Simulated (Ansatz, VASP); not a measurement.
**Two plane-wave programs on CdTe**

```xyz
2
Lattice="0.0000 3.2050 3.2050 3.2050 0.0000 3.2050 3.2050 3.2050 0.0000" Properties=species:S:1:pos:R:3 pbc="T T T"
Cd    0.0000    0.0000    0.0000
Te    4.8075    4.8075    4.8075
```

Alike in both runs: task electric field gradients; functional PBE; k mesh 10 × 10 × 10; occupations fermi-dirac, width 0.08 eV; non-collinear spin, spin-orbit coupling.

|  | VASP | Ansatz |
| --- | --- | --- |
| version | VASP 6.6.1 | Ansatz 0.2.0 |
| potentials or method | VASP PAW PBE potentials, release 64 (Cd, Te) | PAW with Ansatz's default frozen-core files, fully relativistic files with spin-orbit coupling |
| plane-wave cutoff (eV) | 520 | 420 |
| valence electrons in the cell | 18 | 36 |

|  | VASP | Ansatz | Ansatz less VASP |
| --- | --- | --- | --- |
| pressure (GPa) | 4.4 | 4.2 | -0.18 |

VASP's potentials hold 18 valence electrons a cell and Ansatz's 36, so a difference there can come from the potentials and not from the codes.
